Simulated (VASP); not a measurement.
# HC18 in VASP: a series of runs, part 2 of 2

VASP 6.6.1. The steps go on from the part before.

## (4) Single point, PBE, collinear spin

File INCAR:

```
PREC = Accurate
ENCUT = 520
EDIFF = 1E-7
ISMEAR = 0
SIGMA = 0.05
LREAL = Auto
LASPH = T
NELM = 150
ALGO = Normal
ISIF = 2
LWAVE = F
LCHARG = F
ISPIN = 2
MAGMOM = 0 0.09 0 0.09 0 0 0 0.08 0 0.09 0 0.08 0 0.08 0 0 0 0 0
LORBIT = 11
GGA = PE
NBANDS = 56
```

File KPOINTS:

```
regular mesh
0
Gamma
  2 2 1
```

File POSCAR:

```
HC18
1.0
    7.3980000000      0.0000000000      0.0000000000
   -3.6990000000      6.4068560000      0.0000000000
    0.0000000000      0.0000000000     12.0000000000
C H
18 1
Direct
   -0.0006106706      0.0005302133      0.0819341667
    0.2210790365      0.1114181433      0.0793385833
   -0.0005291460      0.3349046709      0.0829205000
    0.2214527206      0.4458670524      0.0823344167
    0.0001967067      0.6692685149      0.0817150000
    0.2219781946      0.7799152970      0.0803908333
    0.3326837949      0.0013292011      0.0800210000
    0.5543781755      0.1114151777      0.0793232500
    0.3317871446      0.3328089472      0.0782818333
    0.5508810376      0.4377293637      0.0754759167
    0.3331152135      0.6692677344      0.0817455000
    0.5525226029      0.7810514237      0.0844887500
    0.6651808207      0.0005270916      0.0819360000
    0.8884961531      0.1129574319      0.0829020833
    0.6650584117      0.3328045768      0.0782505000
    0.8884471729      0.4458659598      0.0823029167
    0.6638929976      0.6637338189      0.1034135833
    0.8925783691      0.7810586035      0.0844524167
    0.6408236731      0.6173815987      0.1937721667
```

Potentials or basis: VASP PAW PBE potentials, release 64 (C, H).

Started as:

```
$ cat potpaw_PBE.64/C/POTCAR potpaw_PBE.64/H/POTCAR > POTCAR
$ mpirun -np 1 vasp_std > vasp.out
```

OUTCAR:

```text
PREC = Accurate
   ENCUT = 520
   EDIFF = 1E-7
   ISMEAR = 0
   LREAL = Auto
   LASPH = T
   NELM = 150
   ISIF = 2
   ISPIN = 2
   LORBIT = 11
   GGA = PE

 ion  position               nearest neighbor table
   1  0.999  0.001  0.082-  18 1.41   2 1.42  14 1.43
   2  0.221  0.111  0.079-   9 1.42   7 1.42   1 1.42
   3  0.999  0.335  0.083-  14 1.42   4 1.42  16 1.42
   4  0.221  0.446  0.082-   3 1.42  11 1.43   9 1.43
   5  0.000  0.669  0.082-  18 1.41   6 1.42  16 1.43
[... 672 lines left out ...]
      1.22341      0.71384      0.95206         0.044116     -0.085418     -0.121587
      6.15527      2.14569      0.99505         0.003277     -0.043970      0.031202
     -0.01095      2.85661      0.98801         0.248960      0.082647     -0.113465
     -2.47417      4.28791      0.98058         0.186641     -0.077088      0.019618
     -1.24271      4.99681      0.96469         0.001285     -0.049840     -0.076148
[... 11 lines left out ...]
      3.71416      5.00413      1.01343        -0.179988     -0.204613      0.375626
      2.45712      3.95547      2.32527        -0.001908      0.703042      0.331307
 -----------------------------------------------------------------------------------
    total drift:                                0.002155      0.030409      0.023414

  FREE ENERGIE OF THE ION-ELECTRON SYSTEM (eV)
  ---------------------------------------------------
  free  energy   TOTEN  =      -167.4947775694 eV

  energy  without entropy=     -167.4840557991  energy(sigma->0) =     -167.48941668

 total charge

# of ion       s       p       d       tot
------------------------------------------
    1        0.862   1.800   0.000   2.662
    2        0.863   1.802   0.000   2.664
    3        0.862   1.791   0.000   2.653
    4        0.861   1.775   0.000   2.636
    5        0.863   1.800   0.000   2.663
    6        0.862   1.802   0.000   2.664
[... 11 lines left out ...]
   18        0.863   1.775   0.000   2.638
   19        0.590   0.044   0.000   0.634
--------------------------------------------------
tot         16.098  32.299   0.000  48.397

 magnetization (x)

# of ion       s       p       d       tot
------------------------------------------
    1       -0.000  -0.007   0.000  -0.008
    2        0.000   0.002   0.000   0.002
    3        0.000  -0.000   0.000  -0.000
    4        0.000   0.000   0.000   0.001
    5       -0.000  -0.007   0.000  -0.008
    6        0.000   0.001   0.000   0.002
[... 11 lines left out ...]
   18        0.000  -0.001   0.000  -0.001
   19       -0.001   0.000   0.000  -0.001
--------------------------------------------------
tot         -0.002  -0.041   0.000  -0.044
```

OSZICAR:

```text
N       E                     dE             d eps       ncg     rms          rms(c)
DAV:   1     0.585605787256E+03    0.58561E+03   -0.28609E+04   904   0.102E+03
DAV:   2    -0.870807189703E+02   -0.67269E+03   -0.64442E+03  1320   0.255E+02
[... 32 lines left out ...]
DAV:  35    -0.167494775804E+03   -0.13187E-05   -0.19656E-06  1048   0.395E-03    0.310E-03
DAV:  36    -0.167494776566E+03   -0.76191E-06   -0.35687E-07   888   0.186E-03    0.235E-03
DAV:  37    -0.167494777060E+03   -0.49373E-06   -0.40135E-07   816   0.188E-03    0.145E-03
DAV:  38    -0.167494777368E+03   -0.30857E-06   -0.66083E-08   752   0.110E-03    0.557E-04
DAV:  39    -0.167494777475E+03   -0.10693E-06   -0.73238E-08   728   0.979E-04    0.294E-04
DAV:  40    -0.167494777569E+03   -0.94276E-07   -0.19106E-08   736   0.593E-04
   1 F= -.16749478E+03 E0= -.16748942E+03  d E =-.107218E-01  mag=    -0.0817
```

stdout:

```text
POSCAR found type information on POSCAR C H
 POSCAR found :  2 types and      19 ions
 scaLAPACK will be used
 LDA part: xc-table for (Slater+PW92), standard interpolation
 POSCAR, INCAR and KPOINTS ok, starting setup
 FFT: planning ... GRIDC
 FFT: planning ... GRID_SOFT
 FFT: planning ... GRID
 WAVECAR not read
 entering main loop
```

Wall time 23 min (1 thread of Oxide Virtual Turin-like, shared host); peak memory 0.85 GiB.

What came out:

- Free energy: -167.4948 eV
- Largest force: 0.777 eV/Å
- Net moment: -0.08 μB per cell
- Valence electrons inside the program's atomic spheres: C 2.66, 2.65, 2.64, 2.67 (each value once); H 0.63

Forces on the atoms (eV/Å):
```
C    0.000  0.127  0.030
C    0.044 -0.085 -0.122
C    0.003 -0.044  0.031
C    0.249  0.083 -0.113
C    0.187 -0.077  0.020
C    0.001 -0.050 -0.076
C    0.001 -0.042 -0.109
C   -0.051 -0.083 -0.120
C   -0.212 -0.165 -0.089
C    0.003  0.181  0.296
C   -0.194 -0.080  0.020
C    0.180 -0.201  0.378
C   -0.005  0.118  0.034
C    0.004 -0.338 -0.019
C    0.221 -0.163 -0.088
C   -0.246  0.082 -0.111
C   -0.003  0.239 -0.668
C   -0.180 -0.205  0.376
H   -0.002  0.703  0.331
```

Caveat: the k points lie up to 0.49 Å⁻¹ apart; there is no dipole correction, which matters where the two faces differ.

## (5) The runs side by side

```tsv
cell	gap on the mesh (eV)	moment (μB)	largest force (eV/Å)
as given, atomic positions A	none	0.00	0.87
as given, atomic positions B	none	0.00	0.77
as given, atomic positions C	none	0.08	0.78
```

Alike in all rows: task single point; level PBE; potentials or basis VASP PAW PBE potentials, release 64 (C, H); spin collinear; k mesh 2 × 2 × 1; cutoff (eV) 520; smearing gaussian 0.05 eV.

Caveats: all runs use coarse meshes; there is no dipole correction, which matters where the two faces differ.

Total energies depend on the potentials used, so only differences within one code and one set of settings carry meaning.
